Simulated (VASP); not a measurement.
# CoW3 (P4/mmm) in VASP: notebook

CoW3 is run at these levels: PBEsol; tasks: single point.

Program: VASP 6.6.1. These are calculated values, not measurements. Logs are shortened: lines on timing, memory, paths and dates and some standing lists are left out, and cuts for length are marked.

## (1) The cell of the first run

Symmetry: P4/mmm, No. 123, tetragonal system. Conventional cell: a = 3.858 Å, b = 3.858 Å, c = 3.742 Å, α = 90.00°, β = 90.00°, γ = 90.00°. Co (site symmetry 4/mmm) has 12 W at 2.69 to 2.73 Å within 3.5 Å. Within 3.5 Å of W (site symmetry mmm) lie 4 Co at 2.69 Å and 8 W at 2.69 to 2.73 Å. Within 3.5 Å of W (site symmetry 4/mmm) lie 8 W at 2.69 Å and 4 Co at 2.73 Å.

## (2) Single point, PBEsol (strain -0.0300 x Voigt [0, 1, 0, 0, 0, 0])

INCAR reads:

```
ALGO = Fast ; EDIFF = 1E-7
ENCUT = 520 ; GGA = PS
ISIF = 2 ; ISMEAR = 0
LASPH = True ; LCHARG = False
LREAL = False ; LWAVE = False
NBANDS = 34 ; NELM = 100
PREC = Accurate ; SIGMA = 0.15
```

KPOINTS reads:

```
k-points
0
Gamma
  12 12 12
```

POSCAR reads:

```
CoW3
1.0
    3.8582449849      0.0000000000      0.0000000000
    0.0000000000      3.7424976354      0.0000000000
    0.0000000000      0.0000000000      3.8582449849
Co W
1 3
Direct
    0.0000000000      0.0000000000      0.0000000000
    0.0000000000      0.5000000000      0.5000000000
    0.5000000000      0.0000000000      0.5000000000
    0.5000000000      0.5000000000      0.0000000000
```

Potentials or basis: VASP PAW PBE potentials, release 64 (Co, W_sv).

Run with:

```
cat potpaw_PBE.64/Co/POTCAR potpaw_PBE.64/W_sv/POTCAR > POTCAR
mpirun -np 1 vasp_std > vasp.out
```

OUTCAR:

```text
EDIFF = 1E-7
   ENCUT = 520
   GGA = PS
   ISIF = 2
   ISMEAR = 0
   LASPH = True
   LREAL = False
   NELM = 100
   PREC = Accurate

 ion  position               nearest neighbor table
   1  0.000  0.000  0.000-   2 2.69   4 2.69   2 2.69   2 2.69   4 2.69   2 2.69   4 2.69   4 2.69
                             3 2.73   3 2.73   3 2.73   3 2.73
   2  0.000  0.500  0.500-   1 2.69   3 2.69   1 2.69   1 2.69   3 2.69   1 2.69   3 2.69   3 2.69
                             4 2.73   4 2.73   4 2.73   4 2.73
   3  0.500  0.000  0.500-   2 2.69   4 2.69   4 2.69   2 2.69   4 2.69   4 2.69   2 2.69   2 2.69
                             1 2.73   1 2.73   1 2.73   1 2.73
   4  0.500  0.500  0.000-   1 2.69   3 2.69   3 2.69   1 2.69   3 2.69   3 2.69   1 2.69   1 2.69
                             2 2.73   2 2.73   2 2.73   2 2.73

  LATTYP: Found a simple tetragonal cell.
 ALAT       =     3.8582449849
 C/A-ratio  =     0.9700000000

  Lattice vectors:

 A1 = (  -3.8582449849,   0.0000000000,   0.0000000000)
 A2 = (   0.0000000000,   0.0000000000,   3.8582449849)
 A3 = (   0.0000000000,   3.7424976354,   0.0000000000)

Analysis of symmetry for initial positions (statically):
=====================================================================
 Subroutine PRICEL returns:
 Original cell was already a primitive cell.

 Routine SETGRP: Setting up the symmetry group for a
 simple tetragonal supercell.

 Subroutine GETGRP returns: Found 16 space group operations
 (whereof 16 operations were pure point group operations)
 out of a pool of 16 trial point group operations.

The static configuration has the point symmetry D_4h.

Analysis of symmetry for dynamics (positions and initial velocities):
=====================================================================
 Subroutine PRICEL returns:
 Original cell was already a primitive cell.

 Routine SETGRP: Setting up the symmetry group for a
 simple tetragonal supercell.

 Subroutine GETGRP returns: Found 16 space group operations
 (whereof 16 operations were pure point group operations)
 out of a pool of 16 trial point group operations.

The dynamic configuration has the point symmetry D_4h.

 Subroutine INISYM returns: Found 16 space group operations
 (whereof 16 operations are pure point group operations),
 and found     1 'primitive' translations

----------------------------------------------------------------------------------------

                                     Primitive cell

  volume of cell :      55.7110

  direct lattice vectors                    reciprocal lattice vectors
     3.858244985  0.000000000  0.000000000     0.259185201  0.000000000  0.000000000
     0.000000000  3.742497635  0.000000000     0.000000000  0.267201238  0.000000000
     0.000000000  0.000000000  3.858244985     0.000000000  0.000000000  0.259185201

  length of vectors
     3.858244985  3.742497635  3.858244985     0.259185201  0.267201238  0.259185201

  position of ions in fractional coordinates (direct lattice)
     0.000000000  0.000000000  0.000000000
     0.000000000  0.500000000  0.500000000
     0.500000000  0.000000000  0.500000000
     0.500000000  0.500000000  0.000000000

  ion indices of the primitive-cell ions
   primitive index   ion index
                 1           1
                 2           2
                 3           3
                 4           4

----------------------------------------------------------------------------------------

 KPOINTS: k-points

Automatic generation of k-mesh.
 Grid dimensions read from file:
 generate k-points for:   12   12   12

 Generating k-lattice:

  Cartesian coordinates                     Fractional coordinates (reciprocal lattice)
     0.021598767  0.000000000  0.000000000     0.083333333  0.000000000  0.000000000
     0.000000000  0.022266770  0.000000000     0.000000000  0.083333333  0.000000000
     0.000000000  0.000000000  0.021598767     0.000000000  0.000000000  0.083333333

  Length of vectors
     0.021598767  0.022266770  0.021598767

  Shift w.r.t. Gamma in fractional coordinates (k-lattice)
     0.000000000  0.000000000  0.000000000

 Subroutine IBZKPT returns following result:
 ===========================================

 Found    196 irreducible k-points:

 Following reciprocal coordinates:
            Coordinates               Weight
  0.000000  0.000000  0.000000      1.000000
  0.083333  0.000000  0.000000      4.000000
  0.166667  0.000000  0.000000      4.000000
  0.250000  0.000000  0.000000      4.000000
  0.333333  0.000000  0.000000      4.000000
  0.416667  0.000000  0.000000      4.000000
[... 16 lines left out ...]
  0.083333  0.250000  0.000000      8.000000
  0.166667  0.250000  0.000000      8.000000
 [... further k-points ...]
   k-points           NKPTS =    196   k-points in BZ     NKDIM =    196   number of bands    NBANDS=     34
   number of dos      NEDOS =    301   number of ions     NIONS =      4
   total plane-waves  NPLWV =  25200
   dimension x,y,z NGX =    30 NGY =   28 NGZ =   30
   dimension x,y,z NGXF=    60 NGYF=   56 NGZF=   60
   ions per type =               1   3
   NGX,Y,Z   is equivalent  to a cutoff of  12.93, 12.44, 12.93 a.u.
   NGXF,Y,Z  is equivalent  to a cutoff of  25.85, 24.88, 25.85 a.u.
 SYSTEM =  unknown system
   PREC   = accura    normal or accurate (medium, high low for compatibility)
   ISTART =      0    job   : 0-new  1-cont  2-samecut
   ICHARG =      2    charge: 1-file 2-atom 10-const
   ISPIN  =      1    spin polarized calculation?
   LNONCOLLINEAR =      F non collinear calculations
   LSORBIT =      F    spin-orbit coupling
   LASPH  =      T    aspherical Exc in radial PAW
   ENCUT  =  520.0 eV  38.22 Ry    6.18 a.u.   7.17  6.96  7.17*2*pi/ulx,y,z
   NELM   =    100;   NELMIN=  2; NELMDL= -5     # of ELM steps
   EDIFF  = 0.1E-06   stopping-criterion for ELM
   LREAL  =      F    real-space projection
   EDIFFG = 0.1E-05   stopping-criterion for IOM
   NSW    =      0    number of steps for IOM
   IBRION =     -1    ionic relax: 0-MD 1-quasi-New 2-CG
   NFREE  =      0    steps in history (QN), initial steepest desc. (CG)
   ISIF   =      2    stress and relaxation
   ISYM   =      2    0-nonsym 1-usesym 2-fastsym
   POTIM  = 0.5000    time-step for ionic-motion
   TEBEG  =    0.0;   TEEND  =   0.0 temperature during run
   PSTRESS=    0.0 pullay stress
   NELECT =      51.0000    total number of electrons
   NUPDOWN=      -1.0000    fix difference up-down
   EMIN   =  10.00;   EMAX   =-10.00  energy-range for DOS
   EFERMI =   0.00;   METHOD = LEGACY
   ISMEAR =     0;   SIGMA  =   0.15  broadening in eV -4-tet -1-fermi 0-gaus
   EFERMI_NEDOS =   21; number of points for ismear=-14 and -15
   IALGO  =     68    algorithm
   IMIX   =      4    mixing-type and parameters
     AMIX     =   0.40;   BMIX     =  1.00
     AMIX_MAG =   1.60;   BMIX_MAG =  1.00
  volume/ion in A,a.u.               =      13.93        93.99
  Fermi-wavevector in a.u.,A,eV,Ry     =   1.589588  3.003885 34.379055  2.526789
  Thomas-Fermi vector in A             =   2.688414
   LORBIT       =      0    0 simple, 1 ext, 2 COOP (PROOUT), +10 PAW based schemes
   GGA     = PS    functional components
   LHFCALC =     F    Hartree Fock is set to
   AEXX    =    0.0000 exact exchange contribution
   IVDW    =     0    specifies the selected vdW correction
   LEPSILON=     F    determine dielectric tensor
   LRPA    =     F    only Hartree local field effects (RPA)
 non-spin polarized calculation
 RMM-DIIS sequential band-by-band and
 Gauss-broadening in eV      SIGMA  =   0.15
  energy-cutoff  :      520.00
  volume of cell :       55.71
 maximum number of plane-waves:      1520
 NGX is ok and might be reduce to    30
   NGX = 15   NGY = 13   NGZ = 15

 number of electron      51.0000003 magnetization

 Free energy of the ion-electron system (eV)
  ---------------------------------------------------
  ext. energy  EPLUGINS =         0.00000000
  ---------------------------------------------------
  free energy    TOTEN  =       -48.09283326 eV

  energy without entropy =      -48.04250336  energy(sigma->0) =      -48.06766831

 E-fermi :  11.2600     XC(G=0): -13.9869

 val. band max:       11.2591489328   @ k =   0.3333   0.0000   0.0833
 cond. band min:      11.2617612587   @ k =   0.2500   0.2500   0.0833
 fundamental gap:      0.0026123259
 Fermi energy:        11.2600061823

 k-point     1 :       0.0000    0.0000    0.0000
  band No.  band energies     occupation
      1     -62.2960      2.00000
      2     -62.1051      2.00000
      3     -62.0508      2.00000
      4     -27.1280      2.00000
      5     -27.1280      2.00000
      6     -27.1149      2.00000
[... 26 lines left out ...]
     33      17.4964      0.00000
     34      18.1571      0.00000

 k-point     2 :       0.0833    0.0000    0.0000
  band No.  band energies     occupation
      1     -62.2927      2.00000
      2     -62.1073      2.00000
      3     -62.0518      2.00000
      4     -27.1173      2.00000
      5     -27.1095      2.00000
      6     -27.1032      2.00000
[... 26 lines left out ...]
     33      17.2774      0.00000
     34      18.3431      0.00000

 k-point     3 :       0.1667    0.0000    0.0000
  band No.  band energies     occupation
      1     -62.2834      2.00000
      2     -62.1142      2.00000
      3     -62.0542      2.00000
      4     -27.0864      2.00000
      5     -27.0696      2.00000
      6     -27.0547      2.00000
[... 26 lines left out ...]
     33      16.7013      0.00000
     34      18.5153      0.00000
[... 704 lines left out ...]
 k-point    23 :       0.0833    0.2500    0.0000
  band No.  band energies     occupation
      1     -62.2666      2.00000
      2     -62.1069      2.00000
      3     -62.0778      2.00000
      4     -27.0571      2.00000
      5     -27.0081      2.00000
      6     -26.9025      2.00000
[... 26 lines left out ...]
     33      16.0352      0.00000
     34      17.7564      0.00000

 k-point    24 :       0.1667    0.2500    0.0000
  band No.  band energies     occupation
      1     -62.2585      2.00000
      2     -62.1138      2.00000
      3     -62.0789      2.00000
      4     -27.0909      2.00000
      5     -26.9750      2.00000
      6     -26.8135      2.00000
[... 26 lines left out ...]
     33      16.0400      0.00000
     34      17.0564      0.00000

 [... further k-points ...]

------------------------ aborting loop because EDIFF is reached ----------------------------------------

  FORCE on cell =-STRESS in cart. coord.  units (eV):
  Direction    XX          YY          ZZ          XY          YZ          ZX
  --------------------------------------------------------------------------------------
  -------------------------------------------------------------------------------------
  Total        3.5322575      3.8539871      3.5322575     -0.0000000      0.0000000      0.0000000
  in kB      101.5831804    110.8357079    101.5831804     -0.0000000      0.0000000      0.0000000
  external PRESSURE =     104.6673562 kB  Pullay stress =       0.0000000 kB

 VOLUME and BASIS-vectors are now :
 -----------------------------------------------------------------------------
  energy-cutoff  :      520.00
  volume of cell :       55.71
      direct lattice vectors                 reciprocal lattice vectors
     3.858244985  0.000000000  0.000000000     0.259185201  0.000000000  0.000000000
     0.000000000  3.742497635  0.000000000     0.000000000  0.267201238  0.000000000
     0.000000000  0.000000000  3.858244985     0.000000000  0.000000000  0.259185201

 POSITION                                       TOTAL-FORCE (eV/Angst)
 -----------------------------------------------------------------------------------
      0.00000      0.00000      0.00000         0.000000      0.000000      0.000000
      0.00000      1.87125      1.92912         0.000000      0.000000      0.000000
      1.92912      0.00000      1.92912         0.000000      0.000000      0.000000
      1.92912      1.87125      0.00000         0.000000      0.000000      0.000000
 -----------------------------------------------------------------------------------
    total drift:                                0.000000      0.000000     -0.000000

  FREE ENERGIE OF THE ION-ELECTRON SYSTEM (eV)
  ---------------------------------------------------
  free  energy   TOTEN  =       -48.0928332609 eV

  energy  without entropy=      -48.0425033622  energy(sigma->0) =      -48.06766831
```

Run time: 13 min. Hardware: 1 thread of Intel Xeon 8259CL, shared host; peak memory 0.4 GiB.

What came out:

```
Free energy            : -48.0928 eV
Pressure               : 10.5 GPa
Band gap on the k mesh : zero (an odd number of electrons rules out a gap without spin polarisation)
```

Caveat: the cell differs from its parent crystal (strain -0.0300 x Voigt [0, 1, 0, 0, 0, 0]); the cell stands under pressure; the PAW data sets were made with another functional, which shifts forces and pressure a little; spin-orbit coupling is left out, which moves the levels of the heavy elements; the run has no spin polarisation, though such a crystal can be magnetic. Spin polarisation is off, so any magnetic state and its effect on volume and gap are missing.

## (3) Single point, PBEsol (strain -0.0150 x Voigt [0, 1, 0, 0, 0, 0])

INCAR reads:

```
SYSTEM = CoW3
PREC = Accurate ; ENCUT = 520
EDIFF = 1E-6 ; ISMEAR = 0
SIGMA = 0.15 ; LREAL = .False.
LASPH = .True. ; NELM = 60
ALGO = Fast ; ISIF = 2
LWAVE = .False. ; LCHARG = .False.
GGA = PS ; NBANDS = 34
```

KPOINTS reads:

```
regular mesh
0
Gamma
  12 12 12
  0 0 0
```

Changes to POSCAR since step 2:

```diff
@@ -3,3 +3,3 @@
     3.8582449849      0.0000000000      0.0000000000
-    0.0000000000      3.7424976354      0.0000000000
+    0.0000000000      3.8003713101      0.0000000000
     0.0000000000      0.0000000000      3.8582449849
```

Potentials or basis: VASP PAW PBE potentials, release 64 (Co, W_sv).

Run with:

```
cat potpaw_PBE.64/Co/POTCAR potpaw_PBE.64/W_sv/POTCAR > POTCAR
mpirun -np 1 vasp_std > vasp.out
```

Wall time 12 min (1 thread of Intel Xeon 8259CL, shared host); peak memory 0.41 GiB.

The run converged. Its results:

```yaml
Free_energy: -48.1382 eV
Pressure: 5.4 GPa
Band_gap_on_the_k_mesh: zero (an odd number of electrons rules out a gap without spin polarisation)
```

Stress tensor (GPa, compression positive):
```
5.20 0.00 0.00
0.00 5.70 0.00
0.00 0.00 5.20
```

Levels at points of the mesh, in eV from the Fermi level:
| k point | band 21 | band 22 | band 23 | band 24 | band 25 | band 26 | band 27 | band 28 | band 29 | band 30 |
| --- | --- | --- | --- | --- | --- | --- | --- | --- | --- | --- |
| (0.00, 0.00, 0.00) | -1.18 | -1.05 | 0.37 | 0.47 | 3.04 | 3.08 | 3.08 | 3.15 | 3.15 | 3.46 |
| (0.50, 0.00, 0.00) | -2.04 | -1.97 | -1.10 | -0.02 | 0.28 | 0.29 | 0.62 | 1.05 | 1.90 | 1.94 |
| (0.00, 0.50, 0.00) | -2.01 | -2.01 | -1.04 | 0.21 | 0.22 | 0.22 | 0.77 | 0.99 | 1.84 | 1.84 |
| (0.50, 0.50, 0.00) | -2.14 | -2.10 | -2.10 | -1.89 | -0.99 | 0.61 | 0.61 | 1.05 | 1.06 | 1.16 |
| (0.50, 0.00, 0.50) | -2.12 | -2.03 | -2.03 | -1.90 | -1.01 | 0.58 | 0.58 | 0.98 | 0.98 | 1.09 |
| (0.50, 0.50, 0.50) | -1.27 | -1.02 | -0.80 | -0.80 | 0.55 | 0.57 | 0.57 | 1.35 | 2.54 | 2.65 |

Caveat: the cell differs from its parent crystal (strain -0.0150 x Voigt [0, 1, 0, 0, 0, 0]); the cell stands under pressure; the PAW data sets were made with another functional, which shifts forces and pressure a little; spin-orbit coupling is left out, which moves the levels of the heavy elements; the run has no spin polarisation, though such a crystal can be magnetic. Spin polarisation is off, so any magnetic state and its effect on volume and gap are missing.

## (4) Single point, PBEsol (strain +0.0600 x Voigt [0, 1, 0, 0, 0, 0])

INCAR reads:

```
SYSTEM = CoW3
ALGO = Fast
EDIFF = 1E-6
ENCUT = 520
GGA = PS
ISIF = 2
ISMEAR = 0
LASPH = .True.
LCHARG = .False.
LREAL = .False.
LWAVE = .False.
NBANDS = 34
NELM = 100
PREC = Accurate
SIGMA = 0.15
```

KPOINTS reads:

```
k-points
0
Gamma
  12 12 12
  0 0 0
```

Changes to POSCAR since step 3:

```diff
@@ -3,3 +3,3 @@
     3.8582449849      0.0000000000      0.0000000000
-    0.0000000000      3.8003713101      0.0000000000
+    0.0000000000      4.0897396840      0.0000000000
     0.0000000000      0.0000000000      3.8582449849
```

Run with:

```
cat potpaw_PBE.64/Co/POTCAR potpaw_PBE.64/W_sv/POTCAR > POTCAR
mpirun -np 1 vasp_std > vasp.out
```

Run time: 13 min. Hardware: 1 thread of Intel Xeon 8259CL, shared host; peak memory 0.43 GiB.

The run converged. Its results:

```yaml
Free_energy: -47.9796 eV
Pressure: -14.8 GPa
Band_gap_on_the_k_mesh: zero (an odd number of electrons rules out a gap without spin polarisation)
```

Stress tensor (GPa, compression positive):
```
-14.09   0.00   0.00
  0.00 -16.32   0.00
  0.00   0.00 -14.09
```

Levels at points of the mesh, in eV from the Fermi level:
| k point | band 21 | band 22 | band 23 | band 24 | band 25 | band 26 | band 27 | band 28 | band 29 | band 30 |
| --- | --- | --- | --- | --- | --- | --- | --- | --- | --- | --- |
| (0.00, 0.00, 0.00) | -0.85 | -0.85 | 0.15 | 0.53 | 2.18 | 2.71 | 2.71 | 2.86 | 3.29 | 3.29 |
| (0.50, 0.00, 0.00) | -2.01 | -1.75 | -0.92 | 0.13 | 0.15 | 0.29 | 0.78 | 0.84 | 1.50 | 1.72 |
| (0.00, 0.50, 0.00) | -1.86 | -1.86 | -1.15 | -0.46 | 0.32 | 0.36 | 0.36 | 1.05 | 1.58 | 2.06 |
| (0.50, 0.50, 0.00) | -1.92 | -1.84 | -1.82 | -1.73 | -0.90 | 0.49 | 0.51 | 0.91 | 0.95 | 0.99 |
| (0.50, 0.00, 0.50) | -1.93 | -1.93 | -1.91 | -1.68 | -0.87 | 0.60 | 0.60 | 1.13 | 1.13 | 1.20 |
| (0.50, 0.50, 0.50) | -1.16 | -0.74 | -0.74 | -0.32 | 0.40 | 0.40 | 0.47 | 1.02 | 2.24 | 2.24 |

Caveat: the cell differs from its parent crystal (strain +0.0600 x Voigt [0, 1, 0, 0, 0, 0]); the cell stands under tension; the PAW data sets were made with another functional, which shifts forces and pressure a little; spin-orbit coupling is left out, which moves the levels of the heavy elements; the run has no spin polarisation, though such a crystal can be magnetic. Spin polarisation is off, so any magnetic state and its effect on volume and gap are missing.

## (5) Summary

```tsv
cell	further INCAR settings	gap on the mesh (eV)	pressure (GPa)
a = 3.858, b = 3.742 Å, 4 atoms	ALGO = Fast; EDIFF = 1e-07; NBANDS = 34	none	10.5
a = 3.858, b = 3.800 Å, 4 atoms	ALGO = Fast; EDIFF = 1e-06; NBANDS = 34	none	5.4
a = 3.858, b = 4.090 Å, 4 atoms	ALGO = Fast; EDIFF = 1e-06; NBANDS = 34	none	-14.8
```

Alike in all rows: task single point; level PBEsol; potentials or basis VASP PAW PBE potentials, release 64 (Co, W_sv); no spin polarisation; k mesh 12 × 12 × 12; cutoff (eV) 520; smearing gaussian 0.15 eV.

Caveats: the PAW data sets were made with another functional, which shifts forces and pressure a little; spin-orbit coupling is left out, which moves the levels of the heavy elements; the run has no spin polarisation, though such a crystal can be magnetic; the cell stands under pressure (at least some runs); the cell stands under tension (at least some runs).

Absolute energies hang on the potentials; compare differences alone.
